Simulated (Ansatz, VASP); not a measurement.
# Nb2B in VASP and in Ansatz

File INCAR:

```
SYSTEM = Nb2B
PREC = Accurate ; ENCUT = 600
EDIFF = 1E-6 ; ISMEAR = 0
SIGMA = 0.1 ; LREAL = .False.
LASPH = .True. ; NELM = 60
ALGO = Fast ; ISIF = 3
LWAVE = .False. ; LCHARG = .False.
GGA = PE ; IBRION = 2
NSW = 90 ; EDIFFG = -0.04
```

File KPOINTS:

```
regular mesh
0
Gamma
  6 6 6
  0 0 0
```

File POSCAR:

```
Nb2B
1.0
    3.9398468400      0.0000000000      0.0000000000
   -1.9699234200      3.4120074500      0.0000000000
    0.0000000000      0.0000000000      3.1594450100
Nb B
2 1
Direct
    0.3333333300      0.6666666700      0.5000000000
    0.6666666700      0.3333333300      0.5000000000
    0.0000000000      0.0000000000      0.5000000000
```

Input for Ansatz:

```yaml
crystal:
  lattice:
    - [3.93984684, 0.0, 0.0]
    - [-1.96992342, 3.41200745, 0.0]
    - [0.0, 0.0, 3.15944501]
  atoms:
    - { symbol: Nb, position: [0.33333333, 0.66666667, 0.5] }
    - { symbol: Nb, position: [0.66666667, 0.33333333, 0.5] }
    - { symbol: B, position: [0.0, 0.0, 0.5] }
basis:
  ecutwfc: 420
kpoints:
  mp_grid: { grid: [6, 6, 6] }
hamiltonian:
  xc: pbe
scf:
  occupations: { method: gaussian, width: 0.1 }
  lower_state_search: "off"
output:
  forces: true
  stress: true
  eigenvalues: true
relax:
  adjacent_minimum: "off"
  f_tol: 0.04
  max_steps: 70
  cell: { stress_tol: 0.4 }
```

Alike in both runs: task relaxation of cell and atoms; functional PBE; k mesh 6 × 6 × 6; occupations gaussian, width 0.1 eV; no spin polarisation.

```csv
,VASP,Ansatz
version,VASP 6.6.1,Ansatz 0.2.0
potentials or method,"VASP PAW PBE potentials, release 64 (Nb_sv, B), cutoff 600 eV","scalar-relativistic, plane waves, PAW"
valence electrons in the cell,29,29
```

|  | VASP | Ansatz | Ansatz less VASP |
| --- | --- | --- | --- |
| gap on the k mesh at the Fermi level, each at its own relaxed structure (eV) | none | none | - |
| relaxed volume (Å³/atom) | 15.78 | 15.79 | +0.011 |
| relaxed cell length with the largest relative difference (Å) | 4.448 | 4.450 | +0.0022 |

A gap of «none» marks a metal or a gap that the smearing closes.
